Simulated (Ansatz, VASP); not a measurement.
# Cs in VASP and in Ansatz

```
Cs
1.0
     4.34583    0.00000    0.00000
    -2.17291    3.76360    0.00000
     0.00000    0.00000    7.04024
Cs
2
Cartesian
  0.0000 2.5091 1.7601
  2.1729 1.2545 5.2802
```

Change from the starting cell: volume scaled by 0.6, PAW files.

Alike in both runs: task single point; functional LDA; k mesh 9 × 9 × 5; occupations fermi-dirac, width 0.1 eV; no spin polarisation.

|  | VASP | Ansatz |
| --- | --- | --- |
| version | VASP 6.6.1 | Ansatz 0.2.0 |
| potentials or method | VASP PAW LDA potentials, release 64 (Cs_sv) | PAW with Ansatz's default frozen-core files, scalar-relativistic |
| plane-wave cutoff (eV) | 520 | 420 |
| valence electrons in the cell | 18 | 18 |

```tsv
	VASP	Ansatz	Ansatz less VASP
pressure (GPa)	2.3	2.3	+0.02
traceless stress, the component that is largest in VASP (GPa)	0.08	0.08	0.000
```

LDA's correlation is that of Perdew and Zunger in VASP and of Perdew and Wang (1992) in Ansatz.

Neither program's run includes spin-orbit coupling.
